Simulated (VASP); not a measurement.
# Li2CaVC6N6 (Fm-3m) in VASP: single point with PBE

Aim: the single point of Li2CaVC6N6 with PBE.

Program: VASP 6.6.1. These are calculated values, not measurements. Logs are shortened: lines on timing, memory, paths and dates and some standing lists are left out, and cuts for length are marked.

### Step 1. The cell of the first run

It takes space group Fm-3m (No. 225, cubic). The conventional cell has a = 11.513 Å, b = 11.513 Å, c = 11.513 Å, α = 90.00°, β = 90.00°, γ = 90.00°. Within 5.4 Å of Li (site symmetry -43m) lie 12 C at 4.08 Å and 12 N at 4.15 Å and 4 Ca at 4.99 Å and 4 V at 4.99 Å. Within 3.3 Å of Ca (site symmetry m-3m) lie 6 C at 2.54 Å. V (site symmetry m-3m) has 6 N at 2.05 Å within 2.7 Å. Within 1.6 Å of C (site symmetry 4mm) lie 1 N at 1.18 Å. Within 1.6 Å of N (site symmetry 4mm) lie 1 C at 1.18 Å.

### Step 2. Single point, PBE, collinear spin, ferromagnetic start

Contents of INCAR:

```
PREC = Accurate ; ENCUT = 520
EDIFF = 1E-7 ; ISMEAR = 0
SIGMA = 0.02 ; LREAL = Auto
LASPH = T ; NELM = 150
ALGO = Normal ; ISIF = 2
LWAVE = F ; LCHARG = F
ISPIN = 2 ; MAGMOM = 0 0 0 1.88 0 0 0 0 0 0 0 0 0 0 0 0
LORBIT = 11 ; LMAXMIX = 4
GGA = PE ; NBANDS = 60
```

Contents of KPOINTS:

```
Automatic mesh
0
Gamma
  4 4 4
```

Contents of POSCAR:

```
Li2CaVC6N6
1.0
    0.0000000000      5.7565403674      5.7565403674
    5.7565403674      0.0000000000      5.7565403674
    5.7565403674      5.7565403674      0.0000000000
Li Ca V C N
2 1 1 6 6
Direct
    0.2500000000      0.2500000000      0.2500000000
    0.7500000000      0.7500000000      0.7500000000
    0.0000000000      0.0000000000      0.0000000000
    0.5000000000      0.5000000000      0.5000000000
    0.7797746647      0.2202253353      0.2202253353
    0.2202253353      0.7797746647      0.2202253353
    0.2202253353      0.2202253353      0.7797746647
    0.2202253353      0.7797746647      0.7797746647
    0.7797746647      0.2202253353      0.7797746647
    0.7797746647      0.7797746647      0.2202253353
    0.6777095291      0.3222904709      0.3222904709
    0.3222904709      0.6777095291      0.3222904709
    0.3222904709      0.3222904709      0.6777095291
    0.3222904709      0.6777095291      0.6777095291
    0.6777095291      0.3222904709      0.6777095291
    0.6777095291      0.6777095291      0.3222904709
```

Potentials or basis: VASP PAW PBE potentials, release 64 (Li_sv, Ca_sv, V_sv, C, N).

The run is started by

```console
$ cat potpaw_PBE.64/Li_sv/POTCAR potpaw_PBE.64/Ca_sv/POTCAR potpaw_PBE.64/V_sv/POTCAR potpaw_PBE.64/C/POTCAR potpaw_PBE.64/N/POTCAR > POTCAR
$ mpirun -np 1 vasp_std > vasp.out
```

OUTCAR:

```text
PREC = Accurate
   ENCUT = 520
   EDIFF = 1E-7
   ISMEAR = 0
   LREAL = Auto
   LASPH = T
   NELM = 150
   ISIF = 2
   ISPIN = 2
   LORBIT = 11
   GGA = PE

 ion  position               nearest neighbor table
   1  0.250  0.250  0.250-
   2  0.750  0.750  0.750-
   3  0.000  0.000  0.000-   5 2.54   6 2.54   7 2.54   8 2.54   9 2.54  10 2.54
   4  0.500  0.500  0.500-  11 2.05  12 2.05  13 2.05  14 2.05  15 2.05  16 2.05
   5  0.780  0.220  0.220-  11 1.18   3 2.54
   6  0.220  0.780  0.220-  12 1.18   3 2.54
   7  0.220  0.220  0.780-  13 1.18   3 2.54
   8  0.220  0.780  0.780-  14 1.18   3 2.54
   9  0.780  0.220  0.780-  15 1.18   3 2.54
  10  0.780  0.780  0.220-  16 1.18   3 2.54
  11  0.678  0.322  0.322-   5 1.18   4 2.05
  12  0.322  0.678  0.322-   6 1.18   4 2.05
  13  0.322  0.322  0.678-   7 1.18   4 2.05
  14  0.322  0.678  0.678-   8 1.18   4 2.05
  15  0.678  0.322  0.678-   9 1.18   4 2.05
  16  0.678  0.678  0.322-  10 1.18   4 2.05

  LATTYP: Found a face centered cubic cell.
 ALAT       =    11.5130807348

  Lattice vectors:

 A1 = (   0.0000000000,   5.7565403674,   5.7565403674)
 A2 = (   5.7565403674,   0.0000000000,   5.7565403674)
 A3 = (   5.7565403674,   5.7565403674,   0.0000000000)

Analysis of symmetry for initial positions (statically):
=====================================================================
 Subroutine PRICEL returns:
 Original cell was already a primitive cell.

 Routine SETGRP: Setting up the symmetry group for a
 face centered cubic supercell.

 Subroutine GETGRP returns: Found 48 space group operations
 (whereof 48 operations were pure point group operations)
 out of a pool of 48 trial point group operations.

The static configuration has the point symmetry O_h .

Analysis of symmetry for dynamics (positions and initial velocities):
=====================================================================
 Subroutine PRICEL returns:
 Original cell was already a primitive cell.

 Routine SETGRP: Setting up the symmetry group for a
 face centered cubic supercell.

 Subroutine GETGRP returns: Found 48 space group operations
 (whereof 48 operations were pure point group operations)
 out of a pool of 48 trial point group operations.

The dynamic configuration has the point symmetry O_h .

Analysis of structural, dynamic, and magnetic symmetry:
=====================================================================
 Subroutine PRICEL returns:
 Original cell was already a primitive cell.

 Routine SETGRP: Setting up the symmetry group for a
 face centered cubic supercell.

 Subroutine GETGRP returns: Found 48 space group operations
 (whereof 48 operations were pure point group operations)
 out of a pool of 48 trial point group operations.

The overall configuration has the point symmetry O_h .

 Subroutine INISYM returns: Found 48 space group operations
 (whereof 48 operations are pure point group operations),
 and found     1 'primitive' translations

----------------------------------------------------------------------------------------

                                     Primitive cell

  volume of cell :     381.5177

  direct lattice vectors                    reciprocal lattice vectors
     0.000000000  5.756540367  5.756540367    -0.086857725  0.086857725  0.086857725
     5.756540367  0.000000000  5.756540367     0.086857725 -0.086857725  0.086857725
     5.756540367  5.756540367  0.000000000     0.086857725  0.086857725 -0.086857725

  length of vectors
     8.140977460  8.140977460  8.140977460     0.150441993  0.150441993  0.150441993

  position of ions in fractional coordinates (direct lattice)
     0.250000000  0.250000000  0.250000000
     0.750000000  0.750000000  0.750000000
     0.000000000  0.000000000  0.000000000
     0.500000000  0.500000000  0.500000000
     0.779774665  0.220225335  0.220225335
     0.220225335  0.779774665  0.220225335
[... 8 lines left out ...]
     0.677709529  0.322290471  0.677709529
     0.677709529  0.677709529  0.322290471

  ion indices of the primitive-cell ions
   primitive index   ion index
                 1           1
                 2           2
                 3           3
                 4           4
                 5           5
                 6           6
[... 8 lines left out ...]
                15          15
                16          16

----------------------------------------------------------------------------------------

 KPOINTS: Automatic mesh

Automatic generation of k-mesh.
 Grid dimensions read from file:
 generate k-points for:    4    4    4

 Generating k-lattice:

  Cartesian coordinates                     Fractional coordinates (reciprocal lattice)
    -0.021714431  0.021714431  0.021714431     0.250000000  0.000000000  0.000000000
     0.021714431 -0.021714431  0.021714431     0.000000000  0.250000000  0.000000000
     0.021714431  0.021714431 -0.021714431     0.000000000  0.000000000  0.250000000

  Length of vectors
     0.037610498  0.037610498  0.037610498

  Shift w.r.t. Gamma in fractional coordinates (k-lattice)
     0.000000000  0.000000000  0.000000000

 Subroutine IBZKPT returns following result:
 ===========================================

 Found      8 irreducible k-points:

 Following reciprocal coordinates:
            Coordinates               Weight
  0.000000  0.000000  0.000000      1.000000
  0.250000  0.000000  0.000000      8.000000
  0.500000  0.000000  0.000000      4.000000
  0.250000  0.250000  0.000000      6.000000
  0.500000  0.250000  0.000000     24.000000
 -0.250000  0.250000  0.000000     12.000000
  0.500000  0.500000  0.000000      3.000000
 -0.250000  0.500000  0.250000      6.000000
   k-points           NKPTS =      8   k-points in BZ     NKDIM =      8   number of bands    NBANDS=     60
   number of dos      NEDOS =    301   number of ions     NIONS =     16
   total plane-waves  NPLWV = 262144
   dimension x,y,z NGX =    64 NGY =   64 NGZ =   64
   dimension x,y,z NGXF=   128 NGYF=  128 NGZF=  128
   ions per type =               2   1   1   6   6
   NGX,Y,Z   is equivalent  to a cutoff of  13.07, 13.07, 13.07 a.u.
   NGXF,Y,Z  is equivalent  to a cutoff of  26.14, 26.14, 26.14 a.u.
 SYSTEM =  unknown system
   PREC   = accura    normal or accurate (medium, high low for compatibility)
   ISTART =      0    job   : 0-new  1-cont  2-samecut
   ICHARG =      2    charge: 1-file 2-atom 10-const
   ISPIN  =      2    spin polarized calculation?
   LNONCOLLINEAR =      F non collinear calculations
   LSORBIT =      F    spin-orbit coupling
   LASPH  =      T    aspherical Exc in radial PAW
   ENCUT  =  520.0 eV  38.22 Ry    6.18 a.u.  15.14 15.14 15.14*2*pi/ulx,y,z
   NELM   =    150;   NELMIN=  2; NELMDL= -5     # of ELM steps
   EDIFF  = 0.1E-06   stopping-criterion for ELM
   LREAL  =      T    real-space projection
   EDIFFG = 0.1E-05   stopping-criterion for IOM
   NSW    =      0    number of steps for IOM
   IBRION =     -1    ionic relax: 0-MD 1-quasi-New 2-CG
   NFREE  =      0    steps in history (QN), initial steepest desc. (CG)
   ISIF   =      2    stress and relaxation
   ISYM   =      2    0-nonsym 1-usesym 2-fastsym
   POTIM  = 0.5000    time-step for ionic-motion
   TEBEG  =    0.0;   TEEND  =   0.0 temperature during run
   PSTRESS=    0.0 pullay stress
   NELECT =      83.0000    total number of electrons
   NUPDOWN=      -1.0000    fix difference up-down
   EMIN   =  10.00;   EMAX   =-10.00  energy-range for DOS
   EFERMI =   0.00;   METHOD = LEGACY
   ISMEAR =     0;   SIGMA  =   0.02  broadening in eV -4-tet -1-fermi 0-gaus
   EFERMI_NEDOS =   21; number of points for ismear=-14 and -15
   IALGO  =     38    algorithm
   IMIX   =      4    mixing-type and parameters
     AMIX     =   0.40;   BMIX     =  1.00
     AMIX_MAG =   1.60;   BMIX_MAG =  1.00
  volume/ion in A,a.u.               =      23.84       160.91
  Fermi-wavevector in a.u.,A,eV,Ry     =   0.984606  1.860636 13.190164  0.969450
  Thomas-Fermi vector in A             =   2.115852
   LORBIT       =     11    0 simple, 1 ext, 2 COOP (PROOUT), +10 PAW based schemes
   GGA     = PE    functional components
   LHFCALC =     F    Hartree Fock is set to
   AEXX    =    0.0000 exact exchange contribution
   IVDW    =     0    specifies the selected vdW correction
   LEPSILON=     F    determine dielectric tensor
   LRPA    =     F    only Hartree local field effects (RPA)
 spin polarized calculation
 Gauss-broadening in eV      SIGMA  =   0.02
  energy-cutoff  :      520.00
  volume of cell :      381.52
 maximum number of plane-waves:     10326
 NGX is ok and might be reduce to    64
   NGX = 31   NGY = 31   NGZ = 31

 number of electron      82.9999997 magnetization       2.9999999

 Free energy of the ion-electron system (eV)
  ---------------------------------------------------
  ext. energy  EPLUGINS =         0.00000000
  ---------------------------------------------------
  free energy    TOTEN  =      -118.71281792 eV

  energy without entropy =     -118.71281792  energy(sigma->0) =     -118.71281792

 E-fermi :   0.4912     XC(G=0):  -6.3178

 val. band max:        0.3548649043   @ k =   0.5000   0.5000   0.0000
 cond. band min:       1.0950970670   @ k =   0.5000   0.5000   0.0000
 fundamental gap:      0.7402321627
 Fermi energy:         0.4911980731

 spin component 1

 k-point     1 :       0.0000    0.0000    0.0000
  band No.  band energies     occupation
      1     -64.3146      1.00000
      2     -50.5890      1.00000
      3     -50.5890      1.00000
      4     -39.4164      1.00000
      5     -38.1906      1.00000
      6     -38.1905      1.00000
[... 45 lines left out ...]
     52       3.8771      0.00000
     53       3.8776      0.00000
[... 390 lines left out ...]
     52       3.6018      0.00000
     53       3.8999      0.00000
 Fermi energy:         0.4911980731

 spin component 2

 k-point     1 :       0.0000    0.0000    0.0000
  band No.  band energies     occupation
      1     -62.2109      1.00000
      2     -50.5812      1.00000
      3     -50.5811      1.00000
      4     -39.4119      1.00000
      5     -36.1068      1.00000
      6     -36.1068      1.00000
[... 45 lines left out ...]
     52       4.4247      0.00000
     53       4.4249      0.00000
[... 390 lines left out ...]
     52       3.7367      0.00000
     53       4.1123      0.00000
 [bands above 53 left out]

------------------------ aborting loop because EDIFF is reached ----------------------------------------

  FORCE on cell =-STRESS in cart. coord.  units (eV):
  Direction    XX          YY          ZZ          XY          YZ          ZX
  --------------------------------------------------------------------------------------
  -------------------------------------------------------------------------------------
  Total        0.8382081      0.8382081      0.8382081      0.0000000      0.0000000     -0.0000000
  in kB        3.5200413      3.5200413      3.5200413      0.0000000      0.0000000     -0.0000000
  external PRESSURE =       3.5200413 kB  Pullay stress =       0.0000000 kB

 VOLUME and BASIS-vectors are now :
 -----------------------------------------------------------------------------
  energy-cutoff  :      520.00
  volume of cell :      381.52
      direct lattice vectors                 reciprocal lattice vectors
     0.000000000  5.756540367  5.756540367    -0.086857725  0.086857725  0.086857725
     5.756540367  0.000000000  5.756540367     0.086857725 -0.086857725  0.086857725
     5.756540367  5.756540367  0.000000000     0.086857725  0.086857725 -0.086857725

 POSITION                                       TOTAL-FORCE (eV/Angst)
 -----------------------------------------------------------------------------------
      2.87827      2.87827      2.87827        -0.000000      0.000000      0.000000
      8.63481      8.63481      8.63481         0.000000      0.000000      0.000000
      0.00000      0.00000      0.00000         0.000000      0.000000      0.000000
      5.75654      5.75654      5.75654        -0.000000      0.000000      0.000000
      2.53547      5.75654      5.75654        -0.362977      0.000000      0.000000
      5.75654      2.53547      5.75654         0.000000     -0.362977      0.000000
[... 8 lines left out ...]
      5.75654      7.80252      5.75654         0.000000     -0.357991      0.000000
      5.75654      5.75654      7.80252         0.000000      0.000000     -0.357991
 -----------------------------------------------------------------------------------
    total drift:                                0.000000      0.000000      0.000000

  FREE ENERGIE OF THE ION-ELECTRON SYSTEM (eV)
  ---------------------------------------------------
  free  energy   TOTEN  =      -118.7128179229 eV

  energy  without entropy=     -118.7128179229  energy(sigma->0) =     -118.71281792

 total charge

# of ion       s       p       d       tot
------------------------------------------
    1        1.983   0.001   0.000   1.984
    2        1.983   0.001   0.000   1.984
    3        2.035   5.880   0.227   8.143
    4        2.217   6.246   3.026  11.489
    5        0.972   1.593   0.000   2.566
    6        0.972   1.593   0.000   2.566
[... 8 lines left out ...]
   15        1.314   2.585   0.000   3.898
   16        1.314   2.585   0.000   3.898
--------------------------------------------------
tot         21.933  37.199   3.253  62.384

 magnetization (x)

# of ion       s       p       d       tot
------------------------------------------
    1        0.001   0.000   0.000   0.002
    2        0.001   0.000   0.000   0.002
    3       -0.001  -0.001   0.007   0.005
    4        0.016   0.020   2.109   2.144
    5        0.003   0.056   0.000   0.059
    6        0.003   0.056   0.000   0.059
[... 8 lines left out ...]
   15       -0.005  -0.034   0.000  -0.039
   16       -0.005  -0.034   0.000  -0.039
--------------------------------------------------
tot          0.003   0.154   2.116   2.273
```

It took 12 min on 1 thread of Intel Xeon Platinum 8488C (Sapphire Rapids), shared host; peak memory 0.91 GiB.

Results:

```yaml
Free_energy: -118.7128 eV
Largest_force: 0.363 eV/Å
Band_gap_on_the_k_mesh: 0.74 eV
Net_moment: 3.00 μB per cell
Site_moments: Li +0.00; Ca +0.01; V +2.14; C +0.06; N -0.04 μB
Valence_electrons_inside_the_program's_atomic_spheres: Li 1.98; Ca 8.14; V 11.49; C 2.57; N 3.90
```

Forces on the atoms (eV/Å):
```
Li   0.000  0.000  0.000
Li   0.000  0.000  0.000
Ca   0.000  0.000  0.000
V    0.000  0.000  0.000
C   -0.363  0.000  0.000
C    0.000 -0.363  0.000
C    0.000  0.000 -0.363
C    0.363  0.000  0.000
C    0.000  0.363  0.000
C    0.000  0.000  0.363
N    0.358  0.000  0.000
N    0.000  0.358  0.000
N    0.000  0.000  0.358
N   -0.358  0.000  0.000
N    0.000 -0.358  0.000
N    0.000  0.000 -0.358
```

Caveat: the cutoff is under 1.25 times the usual one of these potentials, so pressure, stress and relaxed cells hold a basis-set (Pulay) error. A k mesh can miss the band edges.
